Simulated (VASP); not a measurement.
A run of VASP 6.6.1:

INCAR

```
ALGO = Normal
EDIFF = 1E-6
ENCUT = 500
GGA = PS
GGA_COMPAT = F
ISIF = 2
ISMEAR = 0
LASPH = T
LCHARG = F
LREAL = F
LWAVE = F
NBANDS = 16
NELM = 120
PREC = Accurate
SIGMA = 0.01
```

The input KPOINTS:

```
k-points
0
Gamma
  4 4 4
```

The input POSCAR:

```
CdTe
1.0
    0.0000000000      3.2452746397      3.2452746397
    3.2452746397      0.0000000000      3.2452746397
    3.2452746397      3.2452746397      0.0000000000
Cd Te
1 1
Direct
    0.0000000000      0.0000000000      0.0000000000
    0.2500000000      0.2500000000      0.2500000000
```

Potentials or basis: VASP PAW PBE potentials, release 64 (Cd, Te).

The run is started by

```bash
$ cat potpaw_PBE.64/Cd/POTCAR potpaw_PBE.64/Te/POTCAR > POTCAR
$ mpirun -np 1 vasp_std > vasp.out
```

Hardware: 1 thread of AMD EPYC 7R13 Processor (Zen 3) (shared host).

**Question.** Estimate the wall time of this run.

**Answer.** It took 8.7 s on 1 thread of AMD EPYC 7R13 Processor (Zen 3), with other jobs on the host, peak memory 0.17 GiB. Counts: scf iterations 13, k points 8.
